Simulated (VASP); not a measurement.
# Li2O (Fm-3m) in VASP: notebook

Aim: see how the results for Li2O move with the level of theory and the settings. Levels: PBE, LDA, r2SCAN. Tasks: single point.

Everything below comes from runs of VASP 6.6.1. Logs are shortened: lines on timing, memory, paths and dates and some standing lists are left out, and cuts for length are marked.

**1. The cell of the first run**

The structure is cubic, space group Fm-3m (No. 225). The conventional cell has a = 4.876 Å, b = 4.876 Å, c = 4.876 Å, α = 90.00°, β = 90.00°, γ = 90.00°. Li (site symmetry -43m) has 4 O at 2.11 Å and 6 Li at 2.44 Å within 2.8 Å. O (site symmetry m-3m) has 8 Li at 2.11 Å within 2.8 Å.

**2. Single point, PBE**

The input, INCAR:

```
ALGO = Normal
EDIFF = 1E-6
ENCUT = 750
GGA = PE
GGA_COMPAT = F
ISIF = 2
ISMEAR = 0
LASPH = T
LCHARG = F
LREAL = F
LWAVE = F
NBANDS = 13
NELM = 120
PREC = Accurate
SIGMA = 0.1
```

The input, KPOINTS:

```
k-points
0
Gamma
  6 6 6
```

The input, POSCAR:

```
Li2O
1.0
    0.0000000000      2.4378210277      2.4378210277
    2.4378210277      0.0000000000      2.4378210277
    2.4378210277      2.4378210277      0.0000000000
Li O
2 1
Direct
    0.7500000000      0.7500000000      0.7500000000
    0.2500000000      0.2500000000      0.2500000000
    0.0000000000      0.0000000000      0.0000000000
```

Potentials or basis: VASP PAW PBE potentials, release 64 (Li_sv, O).

Run with:

```console
cat potpaw_PBE.64/Li_sv/POTCAR potpaw_PBE.64/O/POTCAR > POTCAR
mpirun -np 1 vasp_std > vasp.out
```

OUTCAR:

```text
EDIFF = 1E-6
   ENCUT = 750
   GGA = PE
   ISIF = 2
   ISMEAR = 0
   LASPH = T
   LREAL = F
   NELM = 120
   PREC = Accurate

 ion  position               nearest neighbor table
   1  0.750  0.750  0.750-   3 2.11   3 2.11   3 2.11   3 2.11   2 2.44   2 2.44   2 2.44   2 2.44
                             2 2.44   2 2.44
   2  0.250  0.250  0.250-   3 2.11   3 2.11   3 2.11   3 2.11   1 2.44   1 2.44   1 2.44   1 2.44
                             1 2.44   1 2.44
   3  0.000  0.000  0.000-   1 2.11   1 2.11   1 2.11   1 2.11   2 2.11   2 2.11   2 2.11   2 2.11

  LATTYP: Found a face centered cubic cell.
 ALAT       =     4.8756420554

  Lattice vectors:

 A1 = (   0.0000000000,   2.4378210277,   2.4378210277)
 A2 = (   2.4378210277,   0.0000000000,   2.4378210277)
 A3 = (   2.4378210277,   2.4378210277,   0.0000000000)

Analysis of symmetry for initial positions (statically):
=====================================================================
 Subroutine PRICEL returns:
 Original cell was already a primitive cell.

 Routine SETGRP: Setting up the symmetry group for a
 face centered cubic supercell.

 Subroutine GETGRP returns: Found 48 space group operations
 (whereof 48 operations were pure point group operations)
 out of a pool of 48 trial point group operations.

The static configuration has the point symmetry O_h .

Analysis of symmetry for dynamics (positions and initial velocities):
=====================================================================
 Subroutine PRICEL returns:
 Original cell was already a primitive cell.

 Routine SETGRP: Setting up the symmetry group for a
 face centered cubic supercell.

 Subroutine GETGRP returns: Found 48 space group operations
 (whereof 48 operations were pure point group operations)
 out of a pool of 48 trial point group operations.

The dynamic configuration has the point symmetry O_h .

 Subroutine INISYM returns: Found 48 space group operations
 (whereof 48 operations are pure point group operations),
 and found     1 'primitive' translations

----------------------------------------------------------------------------------------

                                     Primitive cell

  volume of cell :      28.9758

  direct lattice vectors                    reciprocal lattice vectors
     0.000000000  2.437821028  2.437821028    -0.205101193  0.205101193  0.205101193
     2.437821028  0.000000000  2.437821028     0.205101193 -0.205101193  0.205101193
     2.437821028  2.437821028  0.000000000     0.205101193  0.205101193 -0.205101193

  length of vectors
     3.447599560  3.447599560  3.447599560     0.355245686  0.355245686  0.355245686

  position of ions in fractional coordinates (direct lattice)
     0.750000000  0.750000000  0.750000000
     0.250000000  0.250000000  0.250000000
     0.000000000  0.000000000  0.000000000

  ion indices of the primitive-cell ions
   primitive index   ion index
                 1           1
                 2           2
                 3           3

----------------------------------------------------------------------------------------

 KPOINTS: k-points

Automatic generation of k-mesh.
 Grid dimensions read from file:
 generate k-points for:    6    6    6

 Generating k-lattice:

  Cartesian coordinates                     Fractional coordinates (reciprocal lattice)
    -0.034183532  0.034183532  0.034183532     0.166666667  0.000000000  0.000000000
     0.034183532 -0.034183532  0.034183532     0.000000000  0.166666667  0.000000000
     0.034183532  0.034183532 -0.034183532     0.000000000  0.000000000  0.166666667

  Length of vectors
     0.059207614  0.059207614  0.059207614

  Shift w.r.t. Gamma in fractional coordinates (k-lattice)
     0.000000000  0.000000000  0.000000000

 Subroutine IBZKPT returns following result:
 ===========================================

 Found     16 irreducible k-points:

 Following reciprocal coordinates:
            Coordinates               Weight
  0.000000  0.000000  0.000000      1.000000
  0.166667  0.000000  0.000000      8.000000
  0.333333  0.000000  0.000000      8.000000
  0.500000  0.000000  0.000000      4.000000
  0.166667  0.166667  0.000000      6.000000
  0.333333  0.166667  0.000000     24.000000
[... 8 lines left out ...]
 -0.333333  0.333333  0.166667     24.000000
 -0.333333  0.500000  0.166667     12.000000
   k-points           NKPTS =     16   k-points in BZ     NKDIM =     16   number of bands    NBANDS=     13
   number of dos      NEDOS =    301   number of ions     NIONS =      3
   total plane-waves  NPLWV =  32768
   dimension x,y,z NGX =    32 NGY =   32 NGZ =   32
   dimension x,y,z NGXF=    64 NGYF=   64 NGZF=   64
   ions per type =               2   1
   NGX,Y,Z   is equivalent  to a cutoff of  15.43, 15.43, 15.43 a.u.
   NGXF,Y,Z  is equivalent  to a cutoff of  30.86, 30.86, 30.86 a.u.
 SYSTEM =  unknown system
   PREC   = accura    normal or accurate (medium, high low for compatibility)
   ISTART =      0    job   : 0-new  1-cont  2-samecut
   ICHARG =      2    charge: 1-file 2-atom 10-const
   ISPIN  =      1    spin polarized calculation?
   LNONCOLLINEAR =      F non collinear calculations
   LSORBIT =      F    spin-orbit coupling
   LASPH  =      T    aspherical Exc in radial PAW
   ENCUT  =  750.0 eV  55.12 Ry    7.42 a.u.   7.70  7.70  7.70*2*pi/ulx,y,z
   NELM   =    120;   NELMIN=  2; NELMDL= -5     # of ELM steps
   EDIFF  = 0.1E-05   stopping-criterion for ELM
   LREAL  =      F    real-space projection
   EDIFFG = 0.1E-04   stopping-criterion for IOM
   NSW    =      0    number of steps for IOM
   IBRION =     -1    ionic relax: 0-MD 1-quasi-New 2-CG
   NFREE  =      0    steps in history (QN), initial steepest desc. (CG)
   ISIF   =      2    stress and relaxation
   ISYM   =      2    0-nonsym 1-usesym 2-fastsym
   POTIM  = 0.5000    time-step for ionic-motion
   TEBEG  =    0.0;   TEEND  =   0.0 temperature during run
   PSTRESS=    0.0 pullay stress
   NELECT =      12.0000    total number of electrons
   NUPDOWN=      -1.0000    fix difference up-down
   EMIN   =  10.00;   EMAX   =-10.00  energy-range for DOS
   EFERMI =   0.00;   METHOD = LEGACY
   ISMEAR =     0;   SIGMA  =   0.10  broadening in eV -4-tet -1-fermi 0-gaus
   EFERMI_NEDOS =   21; number of points for ismear=-14 and -15
   IALGO  =     38    algorithm
   IMIX   =      4    mixing-type and parameters
     AMIX     =   0.40;   BMIX     =  1.00
     AMIX_MAG =   1.60;   BMIX_MAG =  1.00
  volume/ion in A,a.u.               =       9.66        65.18
  Fermi-wavevector in a.u.,A,eV,Ry     =   1.220272  2.305980 20.259953  1.489065
  Thomas-Fermi vector in A             =   2.355495
   LORBIT       =      0    0 simple, 1 ext, 2 COOP (PROOUT), +10 PAW based schemes
   GGA     = PE    functional components
   LHFCALC =     F    Hartree Fock is set to
   AEXX    =    0.0000 exact exchange contribution
   IVDW    =     0    specifies the selected vdW correction
   LEPSILON=     F    determine dielectric tensor
   LRPA    =     F    only Hartree local field effects (RPA)
 non-spin polarized calculation
 Gauss-broadening in eV      SIGMA  =   0.10
  energy-cutoff  :      750.00
  volume of cell :       28.98
 maximum number of plane-waves:      1363
   NGX = 15   NGY = 15   NGZ = 15

 number of electron      12.0000003 magnetization

 Free energy of the ion-electron system (eV)
  ---------------------------------------------------
  ext. energy  EPLUGINS =         0.00000000
  ---------------------------------------------------
  free energy    TOTEN  =       -14.21771315 eV

  energy without entropy =      -14.21771315  energy(sigma->0) =      -14.21771315

 E-fermi :   1.1787     XC(G=0):  -9.0942

 val. band max:        0.5604128017   @ k =   0.0000   0.0000   0.0000
 cond. band min:       4.7289953719   @ k =   0.0000   0.0000   0.0000
 fundamental gap:      4.1685825702
 Fermi energy:         1.1787393160

 k-point     1 :       0.0000    0.0000    0.0000
  band No.  band energies     occupation
      1     -42.7964      2.00000
      2     -42.6021      2.00000
      3     -14.6332      2.00000
      4       0.5604      2.00000
      5       0.5604      2.00000
      6       0.5604      2.00000
      7       4.7290      0.00000
      8      11.5713      0.00000
      9      11.5713      0.00000
     10      11.5713      0.00000
     11      17.9013      0.00000
     12      17.9013      0.00000
     13      17.9013      0.00000

 k-point     2 :       0.1667    0.0000    0.0000
  band No.  band energies     occupation
      1     -42.7818      2.00000
      2     -42.6136      2.00000
      3     -14.5870      2.00000
      4      -0.1870      2.00000
      5       0.4615      2.00000
      6       0.4615      2.00000
      7       5.4464      0.00000
      8      11.4108      0.00000
      9      11.8528      0.00000
     10      11.8528      0.00000
     11      16.3517      0.00000
     12      16.3517      0.00000
     13      18.5361      0.00000

 k-point     3 :       0.3333    0.0000    0.0000
  band No.  band energies     occupation
      1     -42.7431      2.00000
      2     -42.6462      2.00000
      3     -14.4897      2.00000
      4      -1.3491      2.00000
      5       0.2789      2.00000
      6       0.2789      2.00000
      7       6.9687      0.00000
      8      10.5071      0.00000
      9      11.9254      0.00000
     10      11.9254      0.00000
     11      16.0395      0.00000
     12      16.0395      0.00000
     13      19.9464      0.00000
[... 177 lines left out ...]
 k-point    15 :      -0.3333    0.3333    0.1667
  band No.  band energies     occupation
      1     -42.6914      2.00000
      2     -42.6913      2.00000
      3     -14.3971      2.00000
      4      -1.3480      2.00000
      5      -0.5319      2.00000
      6      -0.3158      2.00000
      7       7.4527      0.00000
      8       9.6397      0.00000
      9      12.6612      0.00000
     10      12.7211      0.00000
     11      16.4884      0.00000
     12      16.8568      0.00000
     13      21.3053      0.00000

 k-point    16 :      -0.3333    0.5000    0.1667
  band No.  band energies     occupation
      1     -42.7067      2.00000
      2     -42.6749      2.00000
      3     -14.3849      2.00000
      4      -0.8456      2.00000
      5      -0.8235      2.00000
      6      -0.6600      2.00000
      7       6.4823      0.00000
      8      10.6430      0.00000
      9      12.7365      0.00000
     10      13.0709      0.00000
     11      15.6565      0.00000
     12      18.6888      0.00000
     13      20.2206      0.00000

------------------------ aborting loop because EDIFF is reached ----------------------------------------

  FORCE on cell =-STRESS in cart. coord.  units (eV):
  Direction    XX          YY          ZZ          XY          YZ          ZX
  --------------------------------------------------------------------------------------
  -------------------------------------------------------------------------------------
  Total       -1.7380198     -1.7380198     -1.7380198     -0.0000000      0.0000000      0.0000000
  in kB      -96.1014323    -96.1014323    -96.1014323     -0.0000000      0.0000000      0.0000000
  external PRESSURE =     -96.1014323 kB  Pullay stress =       0.0000000 kB

 VOLUME and BASIS-vectors are now :
 -----------------------------------------------------------------------------
  energy-cutoff  :      750.00
  volume of cell :       28.98
      direct lattice vectors                 reciprocal lattice vectors
     0.000000000  2.437821028  2.437821028    -0.205101193  0.205101193  0.205101193
     2.437821028  0.000000000  2.437821028     0.205101193 -0.205101193  0.205101193
     2.437821028  2.437821028  0.000000000     0.205101193  0.205101193 -0.205101193

 POSITION                                       TOTAL-FORCE (eV/Angst)
 -----------------------------------------------------------------------------------
      3.65673      3.65673      3.65673         0.000000      0.000000      0.000000
      1.21891      1.21891      1.21891        -0.000000     -0.000000     -0.000000
      0.00000      0.00000      0.00000         0.000000      0.000000      0.000000
 -----------------------------------------------------------------------------------
    total drift:                                0.000000     -0.000000      0.000000

  FREE ENERGIE OF THE ION-ELECTRON SYSTEM (eV)
  ---------------------------------------------------
  free  energy   TOTEN  =       -14.2177131517 eV

  energy  without entropy=      -14.2177131517  energy(sigma->0) =      -14.21771315
```

Run time: 22 s. Hardware: 1 thread of Intel Xeon 8259CL, shared host; peak memory 0.16 GiB.

Results:

- Free energy: -14.2177 eV
- Pressure: -9.6 GPa
- Band gap on the k mesh: 4.17 eV

Caveat: the cell stands under tension.

(Part 1 of 2 ends here.)
